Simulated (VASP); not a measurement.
A run of VASP 6.6.1:

The input POSCAR:

```
SiC62
1.0
    7.1076060000      0.0000000000      0.0000000000
    0.0000000000      7.1076060000      0.0000000000
    0.0000000000      0.0000000000      7.1076060000
C Si
62 1
Direct
    0.9999440000      0.9998960000      0.9995150000
    0.0113800000      0.0113330000      0.5007800000
    0.9969950000      0.5028100000      0.0025630000
    0.0036320000      0.4959710000      0.4996200000
    0.5028590000      0.9969480000      0.0025640000
    0.4960180000      0.0035870000      0.4996250000
    0.4995060000      0.4994560000      0.9992660000
    0.1248270000      0.1247800000      0.1244060000
    0.1453730000      0.1453260000      0.6427180000
    0.1217320000      0.6286210000      0.1215550000
    0.1244740000      0.6240740000      0.6250620000
    0.6286690000      0.1216850000      0.1215580000
    0.6241240000      0.1244250000      0.6250670000
    0.6243660000      0.6243170000      0.1252550000
    0.6327440000      0.6326920000      0.6362640000
    0.2495080000      0.2494610000      0.0031810000
    0.2498830000      0.7496200000      0.9978710000
    0.2456690000      0.7546310000      0.4994080000
    0.7496680000      0.2498340000      0.9978740000
    0.7546770000      0.2456210000      0.4994090000
    0.7499680000      0.7499190000      0.0008620000
    0.7526090000      0.7525590000      0.5017850000
    0.3755260000      0.3754790000      0.1235250000
    0.3329970000      0.3329460000      0.6493550000
    0.3763350000      0.8734590000      0.1220870000
    0.3747930000      0.8770600000      0.6255370000
    0.8735050000      0.3762870000      0.1220890000
    0.8771080000      0.3747430000      0.6255340000
    0.8755600000      0.8755110000      0.1254520000
    0.8812260000      0.8811770000      0.6251000000
    0.2507530000      0.0002270000      0.2477870000
    0.2536500000      0.0016680000      0.7558460000
    0.2448990000      0.5019670000      0.2438870000
    0.2424180000      0.4949170000      0.7569220000
    0.7524300000      0.9998790000      0.2510920000
    0.7509310000      0.0005030000      0.7494600000
    0.7512140000      0.4978250000      0.2480120000
    0.7524010000      0.5011970000      0.7526410000
    0.3827930000      0.1161810000      0.3570980000
    0.3784460000      0.1192850000      0.8844620000
    0.3594990000      0.6371740000      0.3633420000
    0.3747550000      0.6237170000      0.8750240000
    0.8810670000      0.1254420000      0.3771500000
    0.8756630000      0.1253800000      0.8746420000
    0.8749150000      0.6255660000      0.3740710000
    0.8757490000      0.6258390000      0.8764080000
    0.0002730000      0.2507050000      0.2477900000
    0.0017160000      0.2536010000      0.7558450000
    0.9999270000      0.7523810000      0.2510890000
    0.0005520000      0.7508820000      0.7494580000
    0.5020150000      0.2448540000      0.2438870000
    0.4949670000      0.2423690000      0.7569240000
    0.4978740000      0.7511670000      0.2480120000
    0.5012490000      0.7523520000      0.7526430000
    0.1162280000      0.3827460000      0.3571000000
    0.1193320000      0.3783970000      0.8844610000
    0.1254890000      0.8810220000      0.3771470000
    0.1254280000      0.8756150000      0.8746400000
    0.6372200000      0.3594530000      0.3633420000
    0.6237660000      0.3747060000      0.8750250000
    0.6256170000      0.8748660000      0.3740750000
    0.6258890000      0.8757010000      0.8764090000
    0.4779600000      0.4779120000      0.5058500000
```

The input INCAR.step1:

```
PREC = Accurate
ENCUT = 520
ISMEAR = -1
SIGMA = 0.05
LREAL = Auto
LASPH = T
NELM = 60
ISYM = 0
NBANDS = 163
GGA = PE
ALGO = Normal
EDIFF = 1E-4
LWAVE = T
LCHARG = F
```

INCAR.step2

```
PREC = Accurate
ENCUT = 520
EDIFF = 1E-6
ISMEAR = -1
SIGMA = 0.05
LREAL = Auto
LASPH = T
NELM = 60
ALGO = Normal
ISIF = 2
LWAVE = F
LCHARG = F
METAGGA = R2SCAN
LMIXTAU = T
ISYM = 0
NBANDS = 163
ISTART = 1
```

The input KPOINTS:

```
Automatic mesh
0
Gamma
  1 1 1
  0.25 0.25 0.25
```

Potentials or basis: VASP PAW PBE potentials, release 64 (C, Si).

Command:

```console
$ cat potpaw_PBE.64/C/POTCAR potpaw_PBE.64/Si/POTCAR > POTCAR
$ cp INCAR.step1 INCAR
$ mpirun -np 1 vasp_std > vasp.out
$ cp INCAR.step2 INCAR
$ mpirun -np 1 vasp_std > vasp.out
```

Hardware: 1 thread of Intel(R) Xeon(R) Platinum 8259CL CPU @ 2.50GHz (Skylake/Cascade Lake), with other jobs on the host.

How long does it take, and how much memory?

Wall time 20 min on 1 thread of Intel(R) Xeon(R) Platinum 8259CL CPU @ 2.50GHz (Skylake/Cascade Lake) (shared host), peak memory 0.5 GiB. Counts: k points 4.
